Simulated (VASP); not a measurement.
Set up this calculation in VASP 6.6.1, as the native input.

| Item | Value |
| --- | --- |
| Task | single point |
| Functional | BLYP |
| Potentials or basis | VASP PAW PBE potentials, release 64 (Au) |
| Cutoff | 520 eV |
| k mesh | 13 × 13 × 13 |
| Occupations | fermi-dirac, width 0.1 eV |
| Spin | no spin polarisation |
| Dipole correction | no |
| Further INCAR settings | ALGO = Normal; EDIFF = 1e-06; NBANDS = 12 |

The structure of Au lies in POSCAR:

```
Au
1.0
    2.6984208741      0.0000000000      0.0000000000
    0.0000000000      2.6984208741      0.0000000000
    0.0000000000      0.0000000000      2.6984208741
Au
1
Direct
    0.0000000000      0.0000000000      0.0000000000
```

This cell differs from its parent crystal: volume scaled by 0.88.

One way to write it, as run:

INCAR

```
AGGAC = 1.0 ; AGGAX = 1.0
ALDAC = 0.0 ; ALDAX = 1.0
ALGO = Normal ; EDIFF = 1E-6
ENCUT = 520 ; GGA = B5
ISIF = 2 ; ISMEAR = -1
LASPH = True ; LCHARG = False
LREAL = False ; LWAVE = False
NBANDS = 12 ; NELM = 100
PREC = Accurate ; SIGMA = 0.1
```

KPOINTS

```
k-points
0
Gamma
  13 13 13
```

Potentials or basis: VASP PAW PBE potentials, release 64 (Au).

Launch:

```bash
$ cat potpaw_PBE.64/Au/POTCAR > POTCAR
$ mpirun -np 1 vasp_std > vasp.out
```

Results of the run:

```
Pressure : 15.9 GPa
```

Caveat: the PAW data sets were made with another functional, which shifts forces and pressure a little.

It took 15 s on 1 thread of Intel Xeon 6975P-C, with other jobs on the host, peak memory 0.14 GiB.
